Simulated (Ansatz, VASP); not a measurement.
Ta: VASP beside Ansatz

File INCAR:

```
  PREC = Accurate
  ENCUT = 520
  EDIFF = 1E-6
  ISMEAR = -1
  SIGMA = 0.2
  LREAL = False
  LASPH = True
  NELM = 60
  ALGO = Normal
  ISIF = 2
  LWAVE = False
  LCHARG = False
  GGA = PE
  NBANDS = 12
```

File KPOINTS:

```
Automatic mesh
0
Gamma
  13 13 13
```

The input POSCAR:

```
Ta
1.0
   -1.6607181506      1.6607181506      1.6607181506
    1.6607181506     -1.6607181506      1.6607181506
    1.6607181506      1.6607181506     -1.6607181506
Ta
1
Direct
    0.0000000000      0.0000000000      0.0000000000
```

Input for Ansatz:

```yaml
crystal:
  lattice:
    - [-1.6607181506, 1.6607181506, 1.6607181506]
    - [1.6607181506, -1.6607181506, 1.6607181506]
    - [1.6607181506, 1.6607181506, -1.6607181506]
  atoms:
    - { symbol: Ta, position: [0.0, 0.0, 0.0] }
hamiltonian:
  xc: pbe
  pseudopotentials:
    kind: paw
    azcp:
      Ta: "pseudopotentials/Ta.paw.azcp"
basis:
  ecutwfc: 420
  fft_grid_basis: typed
kpoints:
  mp_grid: { grid: [13, 13, 13], shift: [0, 0, 0] }
magnetization:
  spin_polarized: false
scf:
  occupations: { method: fermi_dirac, width: 0.2 }
  lower_state_search: "off"
output:
  stress: true
  write_density: true
  write_potential: true
  elf: true
  volumetric_format: npy
```

Alike in both runs: task single point; functional PBE; k mesh 13 × 13 × 13; occupations fermi-dirac, width 0.2 eV; no spin polarisation.

```csv
,VASP,Ansatz
version,VASP 6.6.1,Ansatz 0.2.0
potentials or method,"VASP PAW PBE potentials, release 64 (Ta_pv), cutoff 520 eV","plane waves (420 eV) with PAW, scalar-relativistic"
valence electrons in the cell,11,13
```

|  | VASP | Ansatz | Ansatz less VASP |
| --- | --- | --- | --- |
| pressure (GPa) | 0.5 | 0.4 | -0.09 |

With one functional, cell and mesh, what is left measures potentials, basis and numerics. VASP's potentials hold 11 valence electrons a cell and Ansatz's 13, so a difference there can come from the potentials and not from the codes.

Neither program's run includes spin-orbit coupling.
